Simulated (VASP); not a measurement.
Runs of VASP 6.6.1 on Sc2Al. The structure is that of space group P6_3/mmc (No. 194), or close to it. The cells are those of the table. 

```tsv
cell	further INCAR settings	gap on the mesh (eV)	pressure (GPa)
a = 4.851, b = 4.851, c = 6.238 Å, angles 90.0, 90.0, 120.0°, 6 atoms	ALGO = Fast; EDIFF = 1e-06; NBANDS = 34	none	-1.5
a = 4.730, b = 4.730, c = 6.085 Å, angles 90.0, 90.0, 120.0°, 6 atoms	ALGO = Fast; EDIFF = 1e-07; NBANDS = 34	none	4.5
a = 4.730, b = 4.730, c = 6.390 Å, angles 90.0, 90.0, 120.0°, 6 atoms	ALGO = Fast; EDIFF = 1e-07; NBANDS = 34	none	1.0
a = 4.972, b = 4.972, c = 5.933 Å, angles 90.0, 90.0, 120.0°, 6 atoms	ALGO = Fast; EDIFF = 1e-07; NBANDS = 34	none	(a)
a = 4.730, b = 4.730, c = 6.238 Å, angles 90.0, 90.0, 120.0°, 6 atoms	ALGO = Fast; EDIFF = 1e-06; NBANDS = 34	none	(b)
a = 4.851, b = 4.851, c = 5.933 Å, angles 90.0, 90.0, 120.0°, 6 atoms	ALGO = Fast; EDIFF = 1e-07; NBANDS = 34	none	1.9
a = 4.972, b = 4.972, c = 5.781 Å, angles 90.0, 90.0, 120.0°, 6 atoms	ALGO = Fast; EDIFF = 1e-06; NBANDS = 34	none	0.1
```

Alike in all rows: task single point; level PBEsol; potentials or basis VASP PAW PBE potentials, release 64 (Sc_sv, Al); no spin polarisation; k mesh 12 × 12 × 8; cutoff (eV) 520; smearing gaussian 0.15 eV.

Task: Fill in the values left out.

Result: (a) -1.8; (b) 2.6.

Caveats: the PAW data sets were made with another functional, which shifts forces and pressure a little; the cell stands under pressure (at least some runs); the stress differs along the axes, from -5 to 4 GPa (at least some runs); the stress differs along the axes, from -4 to 3 GPa (at least some runs); the stress differs along the axes, from -2 to 5 GPa (at least some runs); the stress differs along the axes, from -3 to 7 GPa (at least some runs).

A gap of «none» marks levels without a gap at the run's occupations.
